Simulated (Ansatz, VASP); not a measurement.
# Two plane-wave programs on V

File INCAR:

```
  ALGO = Fast
  EDIFF = 1E-6
  ENCUT = 520
  GGA = PS
  ISIF = 2
  ISMEAR = 0
  LASPH = True
  LCHARG = False
  LREAL = False
  LWAVE = False
  NBANDS = 12
  NELM = 100
  PREC = Accurate
  SIGMA = 0.15
```

KPOINTS

```
k-points
0
Gamma
  24 24 24
```

File POSCAR:

```
V
1.0
   -2.0330411708      1.5546785424      1.5546785424
    1.5546785424     -2.0330411708      1.5546785424
    1.5546785424      1.5546785424     -2.0330411708
V
1
Direct
    0.0000000000      0.0000000000      0.0000000000
```

Input for Ansatz:

```yaml
crystal:
  lattice:
    - [-2.0330411708, 1.5546785424, 1.5546785424]
    - [1.5546785424, -2.0330411708, 1.5546785424]
    - [1.5546785424, 1.5546785424, -2.0330411708]
  atoms:
    - { symbol: V, position: [0.0, 0.0, 0.0] }
basis:
  ecutwfc: 420
kpoints:
  mp_grid: { grid: [24, 24, 24] }
hamiltonian:
  xc: pbesol
scf:
  occupations: { method: gaussian, width: 0.15 }
output:
  forces: true
  stress: true
  eigenvalues: true
```

Alike in both runs: task single point; functional PBEsol; k mesh 24 × 24 × 24; occupations gaussian, width 0.15 eV; no spin polarisation.

```csv
,VASP,Ansatz
version,VASP 6.6.1,Ansatz 0.2.0
potentials or method,"VASP PAW PBE potentials, release 64 (V_sv), cutoff 520 eV","scalar-relativistic, plane waves, PAW"
valence electrons in the cell,13,13
```

Ansatz gave:

```
gap on the k mesh at the Fermi level (eV)                     : none
pressure (GPa)                                                : 18.4
traceless stress, the component that is largest in VASP (GPa) : 42.33
```

Task: Estimate VASP's values.

Result: gap on the k mesh at the Fermi level (eV): none; pressure (GPa): 27.3; traceless stress, the component that is largest in VASP (GPa): 51.06.

VASP's potentials were made for PBE, not for PBEsol. A gap of «none» marks a metal or a gap that the smearing closes. One of these differences is far larger than is usual between the two programs; its cause wasn't traced. With one functional, cell and mesh, what is left measures potentials, basis and numerics.
